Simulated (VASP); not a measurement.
# Ag (Im-3m) in VASP: further runs

Ag is run at these levels: PBEsol; tasks: relaxation of cell and atoms, single point.

All numbers are computed with VASP 6.6.1; they aren't measurements. Logs are shortened: lines on timing, memory, paths and dates and some standing lists are left out, and cuts for length are marked.

## Step 1: The cell of the first run

Symmetry: Im-3m, No. 229, cubic system. Conventional cell: a = 3.311 Å, b = 3.311 Å, c = 3.311 Å, α = 90.00°, β = 90.00°, γ = 90.00°. Ag (site symmetry m-3m) has 14 Ag at 2.87 to 3.31 Å within 3.8 Å.

## Step 2: Relaxation of cell and atoms, PBEsol

INCAR

```
ALGO = Fast
EDIFF = 1E-6
EDIFFG = -0.005
ENCUT = 600
GGA = PS
IBRION = 2
ISIF = 3
ISMEAR = 0
LASPH = T
LCHARG = F
LREAL = F
LWAVE = F
NELM = 60
NSW = 100
PREC = Accurate
SIGMA = 0.1
```

KPOINTS

```
k-points
0
Gamma
  18 18 18
```

POSCAR

```
Ag
1.0
   -1.6556540000      1.6556540000      1.6556540000
    1.6556540000     -1.6556540000      1.6556540000
    1.6556540000      1.6556540000     -1.6556540000
Ag
1
Direct
    0.0000000000      0.0000000000      0.0000000000
```

Potentials or basis: VASP PAW PBE potentials, release 64 (Ag).

The run is started by

```bash
cat potpaw_PBE.64/Ag/POTCAR > POTCAR
mpirun -np 1 vasp_std > vasp.out
```

OUTCAR:

```text
EDIFF = 1E-6
   EDIFFG = -0.005
   ENCUT = 600
   GGA = PS
   IBRION = 2
   ISIF = 3
   ISMEAR = 0
   LASPH = T
   LREAL = F
   NELM = 60
   NSW = 100
   PREC = Accurate

 ion  position               nearest neighbor table
   1  0.000  0.000  0.000-

  LATTYP: Found a body centered cubic cell.
 ALAT       =     3.3113080000

  Lattice vectors:

 A1 = (  -1.6556540000,   1.6556540000,   1.6556540000)
 A2 = (   1.6556540000,  -1.6556540000,   1.6556540000)
 A3 = (   1.6556540000,   1.6556540000,  -1.6556540000)

Analysis of symmetry for initial positions (statically):
=====================================================================
 Subroutine PRICEL returns:
 Original cell was already a primitive cell.

 Routine SETGRP: Setting up the symmetry group for a
 body centered cubic supercell.

 Subroutine GETGRP returns: Found 48 space group operations
 (whereof 48 operations were pure point group operations)
 out of a pool of 48 trial point group operations.

The static configuration has the point symmetry O_h .

Analysis of symmetry for dynamics (positions and initial velocities):
=====================================================================
 Subroutine PRICEL returns:
 Original cell was already a primitive cell.

 Routine SETGRP: Setting up the symmetry group for a
 body centered cubic supercell.

 Subroutine GETGRP returns: Found 48 space group operations
 (whereof 48 operations were pure point group operations)
 out of a pool of 48 trial point group operations.

The dynamic configuration has the point symmetry O_h .

 Subroutine INISYM returns: Found 48 space group operations
 (whereof 48 operations are pure point group operations),
 and found     1 'primitive' translations

----------------------------------------------------------------------------------------

                                     Primitive cell

  volume of cell :      18.1538

  direct lattice vectors                    reciprocal lattice vectors
    -1.655654000  1.655654000  1.655654000     0.000000000  0.301995465  0.301995465
     1.655654000 -1.655654000  1.655654000     0.301995465  0.000000000  0.301995465
     1.655654000  1.655654000 -1.655654000     0.301995465  0.301995465  0.000000000

  length of vectors
     2.867676848  2.867676848  2.867676848     0.427086083  0.427086083  0.427086083

  position of ions in fractional coordinates (direct lattice)
     0.000000000  0.000000000  0.000000000

[... 92 lines left out ...]
   IALGO  =     68    algorithm
   IMIX   =      4    mixing-type and parameters
     AMIX     =   0.40;   BMIX     =  1.00
     AMIX_MAG =   1.60;   BMIX_MAG =  1.00
  volume/ion in A,a.u.               =      18.15       122.51
  Fermi-wavevector in a.u.,A,eV,Ry     =   1.385318  2.617871 26.111022  1.919106
  Thomas-Fermi vector in A             =   2.509739
   LORBIT       =      0    0 simple, 1 ext, 2 COOP (PROOUT), +10 PAW based schemes
   GGA     = PS    functional components
   LHFCALC =     F    Hartree Fock is set to
   AEXX    =    0.0000 exact exchange contribution
   IVDW    =     0    specifies the selected vdW correction
   LEPSILON=     F    determine dielectric tensor
   LRPA    =     F    only Hartree local field effects (RPA)
 conjugate gradient relaxation of ions
 non-spin polarized calculation
 RMM-DIIS sequential band-by-band and
 Gauss-broadening in eV      SIGMA  =   0.10
  energy-cutoff  :      600.00
  volume of cell :       18.15
 maximum number of plane-waves:       623
   NGX = 11   NGY = 11   NGZ = 11

--------------------------------------- Ionic step        1  -------------------------------------------

 number of electron      11.0000001 magnetization

 Free energy of the ion-electron system (eV)
  ---------------------------------------------------
  ext. energy  EPLUGINS =         0.00000000
  ---------------------------------------------------
  free energy    TOTEN  =        -3.23319523 eV

  energy without entropy =       -3.23073219  energy(sigma->0) =       -3.23196371

------------------------ aborting loop because EDIFF is reached ----------------------------------------

  FORCE on cell =-STRESS in cart. coord.  units (eV):
  Direction    XX          YY          ZZ          XY          YZ          ZX
  --------------------------------------------------------------------------------------
  -------------------------------------------------------------------------------------
  Total       -0.8104291     -0.8104291     -0.8104291     -0.0000000     -0.0000000     -0.0000000
  in kB      -71.5248346    -71.5248346    -71.5248346     -0.0000000     -0.0000000     -0.0000000
  external PRESSURE =     -71.5248346 kB  Pullay stress =       0.0000000 kB
[... 57 lines left out ...]
--------------------------------------- Ionic step        3  -------------------------------------------

 number of electron      10.9999997 magnetization

 Free energy of the ion-electron system (eV)
  ---------------------------------------------------
  ext. energy  EPLUGINS =         0.00000000
  ---------------------------------------------------
  free energy    TOTEN  =        -3.26807039 eV

  energy without entropy =       -3.26507397  energy(sigma->0) =       -3.26657218

 E-fermi :   8.4800     XC(G=0): -12.5192

 val. band max:        8.4623408943   @ k =  -0.3889   0.4444   0.1111
 cond. band min:       8.4895916201   @ k =   0.2778   0.1667   0.0556
 fundamental gap:      0.0272507257
 Fermi energy:         8.4800013518

 k-point     1 :       0.0000    0.0000    0.0000
  band No.  band energies     occupation
      1       0.5264      2.00000
      2       3.5254      2.00000
      3       3.5254      2.00000
      4       3.5254      2.00000
      5       4.9153      2.00000
      6       4.9153      2.00000
      7      26.4926      0.00000
      8      26.4926      0.00000
      9      26.4926      0.00000
[... 265 lines left out ...]
 k-point    24 :       0.3889    0.1111   -0.0000
  band No.  band energies     occupation
      1       2.1772      2.00000
      2       2.7997      2.00000
      3       4.7245      2.00000
      4       4.8493      2.00000
      5       5.4851      2.00000
      6       8.5744      0.18179
      7      13.6514      0.00000
      8      20.6087      0.00000
      9      22.7428      0.00000

 [... further k-points ...]

------------------------ aborting loop because EDIFF is reached ----------------------------------------

  FORCE on cell =-STRESS in cart. coord.  units (eV):
  Direction    XX          YY          ZZ          XY          YZ          ZX
  --------------------------------------------------------------------------------------
  -------------------------------------------------------------------------------------
  Total        0.0017319      0.0017319      0.0017319      0.0000000      0.0000000      0.0000000
  in kB        0.1656735      0.1656735      0.1656735      0.0000000      0.0000000      0.0000000
  external PRESSURE =       0.1656735 kB  Pullay stress =       0.0000000 kB
[... 16 lines left out ...]
  FREE ENERGIE OF THE ION-ELECTRON SYSTEM (eV)
  ---------------------------------------------------
  free  energy   TOTEN  =        -3.2680703883 eV

  energy  without entropy=       -3.2650739669  energy(sigma->0) =       -3.26657218

 reached required accuracy - stopping structural energy minimisation
```

OSZICAR:

```text
N       E                     dE             d eps       ncg     rms          rms(c)
DAV:   1     0.492866619565E+02    0.49287E+02   -0.62272E+03  3534   0.124E+03
[... 33 lines left out ...]
RMM:   9    -0.326817294439E+01   -0.55000E-04   -0.29687E-05  3510   0.643E-02    0.129E-01
RMM:  10    -0.326812875701E+01    0.44187E-04   -0.17409E-05  3488   0.459E-02    0.109E-01
RMM:  11    -0.326809892069E+01    0.29836E-04   -0.14600E-05  3501   0.437E-02    0.964E-02
RMM:  12    -0.326809455527E+01    0.43654E-05   -0.85114E-07  1895   0.120E-02    0.104E-01
RMM:  13    -0.326808249752E+01    0.12058E-04   -0.47145E-06  3358   0.231E-02    0.595E-02
RMM:  14    -0.326807135946E+01    0.11138E-04   -0.15545E-05  3506   0.435E-02    0.188E-02
RMM:  15    -0.326807035838E+01    0.10011E-05   -0.24133E-06  2164   0.184E-02    0.571E-03
RMM:  16    -0.326807038828E+01   -0.29904E-07   -0.28640E-07  1832   0.681E-03
   3 F= -.32680704E+01 E0= -.32665722E+01  d E =-.348752E-01
```

CONTCAR:

```text
Ag
   1.00000000000000
    -1.6117703332666187    1.6117703332666187    1.6117703332666187
     1.6117703332666187   -1.6117703332666187    1.6117703332666187
     1.6117703332666187    1.6117703332666187   -1.6117703332666187
  Ag
     1
Direct
     0.0000000000000000    0.0000000000000000    0.0000000000000000

  0.00000000E+00  0.00000000E+00  0.00000000E+00
```

It took 94 s on 1 thread of AMD EPYC 7R43 (Zen 3), shared host; peak memory 0.15 GiB.

Results:

```yaml
Free_energy: -3.2681 eV
Relaxed_volume: 16.75 Å³/atom
Relaxed_cell: a = 2.792 Å, b = 2.792 Å, c = 2.792 Å, α = 109.47°, β = 109.47°, γ = 109.47°
Space_group_after_relaxing_to_0.05_Å: Im-3m (No. 229)
Energy_gained_by_relaxing: 34.9 meV/atom
Ionic_steps: 3
Pressure_after_relaxing: 0.0 GPa
```

The path:
| step | energy change (eV) | largest force (eV/Å) | pressure (GPa) | volume (Å³) |
| --- | --- | --- | --- | --- |
| 1 | 0.0000 | 0.0000 | -7.15 | 18.15 |
| 2 | -0.0253 | 0.0000 | 5.54 | 16.11 |
| 3 | -0.0349 | 0.0000 | 0.02 | 16.75 |

Final structure:
```yaml
crystal:
  lattice:
    - [-1.61177, 1.61177, 1.61177]
    - [1.61177, -1.61177, 1.61177]
    - [1.61177, 1.61177, -1.61177]
  atoms:
    - { symbol: Ag, position: [0.00000, 0.00000, 0.00000] }
```

Levels at points of the mesh, in eV from the Fermi level:
```tsv
k point	band 2	band 3	band 4	band 5	band 6	band 7	band 8	band 9
(0.00, 0.00, 0.00)	-4.95	-4.95	-4.95	-3.56	-3.56	18.01	18.01	18.01
(0.50, 0.00, 0.00)	-5.77	-3.62	-3.43	-2.51	-0.17	4.26	13.38	14.62
(0.50, 0.50, 0.50)	-6.46	-2.77	-2.77	-2.77	6.91	6.91	6.91	13.08
```

Caveat: the PAW data sets were made with another functional, which shifts forces and pressure a little.

## Step 3: Single point, PBEsol

This run uses another cell than the first one, of 16.77 Å³/atom, 0.924 times its volume.

INCAR

```
PREC = Accurate
ENCUT = 520
EDIFF = 1E-6
ISMEAR = 0
SIGMA = 0.1
LREAL = F
LASPH = T
NELM = 80
ALGO = Normal
ISIF = 2
LWAVE = F
LCHARG = T
GGA = PS
LELF = T
LVHAR = T
NBANDS = 12
```

KPOINTS

```
regular mesh
0
Gamma
  18 18 18
```

POSCAR

```
Ag
1.0
   -1.6125573273      1.6125573273      1.6125573273
    1.6125573273     -1.6125573273      1.6125573273
    1.6125573273      1.6125573273     -1.6125573273
Ag
1
Direct
    0.0000000000      0.0000000000      0.0000000000
```

Potentials or basis: VASP PAW PBE potentials, release 64 (Ag).

The run is started by

```bash
cat potpaw_PBE.64/Ag/POTCAR > POTCAR
mpirun -np 1 vasp_std > vasp.out
```

Run time: 31 s. Hardware: 1 thread of AMD EPYC 7R43 (Zen 3), shared host; peak memory 0.13 GiB.

Results (log left out):

- Free energy: -3.2672 eV
- Pressure: -0.2 GPa

Levels at points of the mesh, in eV from the Fermi level:
```tsv
k point	band 3	band 4	band 5	band 6	band 7	band 8	band 9	band 10
(0.00, 0.00, 0.00)	-4.95	-4.95	-3.56	-3.56	18.01	18.01	18.01	24.56
(0.50, 0.00, 0.00)	-3.62	-3.43	-2.51	-0.16	4.25	13.38	14.60	20.23
(0.50, 0.50, 0.50)	-2.77	-2.77	-2.77	6.90	6.90	6.90	13.06	13.70
```

Caveat: the PAW data sets were made with another functional, which shifts forces and pressure a little.
